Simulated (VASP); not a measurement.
Input of a VASP 6.6.1 run:

File INCAR:

```
PREC = Accurate ; ENCUT = 520
EDIFF = 1E-7 ; ISMEAR = 0
SIGMA = 0.1 ; LREAL = False
LASPH = True ; NELM = 60
ALGO = Normal ; ISIF = 2
LWAVE = False ; LCHARG = False
GGA = PE ; NBANDS = 13
```

The input KPOINTS:

```
regular mesh
0
Gamma
  8 8 8
```

POSCAR

```
W
1.0
    2.5551488903      0.0000000000      0.0000000000
    0.0000000000      2.5551488903      0.0000000000
    0.0000000000      0.0000000000      2.5551488903
W
1
Direct
    0.0000000000      0.0000000000      0.0000000000
```

Potentials or basis: VASP PAW PBE potentials, release 64 (W_sv).

Launch:

```console
$ cat potpaw_PBE.64/W_sv/POTCAR > POTCAR
$ mpirun -np 1 vasp_std > vasp.out
```

Problem. Predict the pressure.

Solution. 27.8 GPa.

Problem. Predict the band gap on the k mesh.

Solution. Zero (band 7 reaches 12.68 eV, above the bottom of band 8 at 10.12 eV).

Caveat: spin-orbit coupling is left out, which moves the levels of the heavy elements.
